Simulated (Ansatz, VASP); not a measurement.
**Two plane-wave programs on LaTe**

```
La Te
1.0
     0.00000    3.17236    3.17236
     3.17236    0.00000    3.17236
     3.17236    3.17236    0.00000
La Te
1 1
Cartesian
  0.0000 0.0000 0.0000
  3.1724 3.1724 3.1724
```

Alike in both runs: functional LDA; k mesh 11 × 11 × 11; occupations fermi-dirac, width 0.05 eV; no spin polarisation.

Ansatz relaxed the structure, and its values are those at the end. VASP's run is a single point on that final structure, the one shown.

```csv
,VASP,Ansatz
version,VASP 6.6.1,Ansatz 0.2.0
potentials or method,"VASP PAW LDA potentials, release 64 (La, Te)","PAW with Ansatz's default frozen-core files, scalar-relativistic"
plane-wave cutoff (eV),520,420
valence electrons in the cell,17,27
```

VASP gave:

```
gap on the k mesh at the Fermi level (eV) : none
pressure (GPa)                            : 0.1
```

Problem. What did Ansatz give for the same quantities?

Solution. gap on the k mesh at the Fermi level (eV): none; pressure (GPa): 0.0.

LDA's correlation is that of Perdew and Zunger in VASP and of Perdew and Wang (1992) in Ansatz. A gap of «none» marks a metal or a gap that the smearing closes. VASP's potentials hold 17 valence electrons a cell and Ansatz's 27, so a difference there can come from the potentials and not from the codes.

Neither program's run includes spin-orbit coupling.
